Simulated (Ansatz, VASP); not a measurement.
Two plane-wave programs on CdS

File INCAR:

```
  PREC = Accurate
  ENCUT = 520
  EDIFF = 1E-6
  ISMEAR = -1
  SIGMA = 0.02
  LREAL = F
  LASPH = T
  NELM = 100
  ALGO = Normal
  ISIF = 2
  LWAVE = F
  LCHARG = F
  GGA = PE
  NBANDS = 16
```

The input KPOINTS:

```
Automatic mesh
0
Gamma
  8 8 8
```

Contents of POSCAR:

```
CdS
1.0
    0.0000000000      2.8918934811      2.9392148400
    2.8918934811      0.0000000000      2.9392148400
    2.8918934811      2.8918934811      0.0000000000
Cd S
1 1
Direct
    0.0000000000      0.0000000000      0.0000000000
    0.2500000000      0.2500000000      0.2500000000
```

Input for Ansatz:

```yaml
crystal:
  lattice:
    - [0.0, 2.8918934811, 2.93921484]
    - [2.8918934811, 0.0, 2.93921484]
    - [2.8918934811, 2.8918934811, 0.0]
  atoms:
    - { symbol: Cd, position: [0.0, 0.0, 0.0] }
    - { symbol: S, position: [0.25, 0.25, 0.25] }
kpoints:
  mp_grid: { grid: [8, 8, 8] }
  band_path:
    path:
      - [0.0, 0.0, 0.0]
      - [-0.5, -0.5, 0.0]
      - [-0.375, -0.375, 0.25]
      - [-0.375, 0.0, 0.375]
      - [0.0, 0.0, 0.5]
      - [-0.5, -0.25, 0.25]
    npoints: 1
hamiltonian:
  xc: pbe
scf:
  occupations: { method: fermi_dirac, width: 0.02 }
  n_extra_bands: 4
output:
  forces: true
  stress: true
  eigenvalues: true
```

Change from the starting cell: biaxial_xy strain -1.6%.

Alike in both runs: task single point; functional PBE; k mesh 8 × 8 × 8; occupations fermi-dirac, width 0.02 eV; no spin polarisation.

|  | VASP | Ansatz |
| --- | --- | --- |
| version | VASP 6.6.1 | Ansatz 0.2.0 |
| potentials or method | VASP PAW PBE potentials, release 64 (Cd, S) | plane waves, PAW |
| plane-wave cutoff (eV) | 520 | 420 |
| valence electrons in the cell | 18 | 26 |

```csv
,VASP,Ansatz,Ansatz less VASP
gap on the k mesh at the Fermi level (eV),1.15,1.15,-0.005
pressure (GPa),3.8,3.5,-0.37
"traceless stress, the component that is largest in VASP (GPa)",-0.17,-0.18,-0.006
```

With one functional, cell and mesh, what is left measures potentials, basis and numerics. VASP's potentials hold 18 valence electrons a cell and Ansatz's 26, so a difference there can come from the potentials and not from the codes.
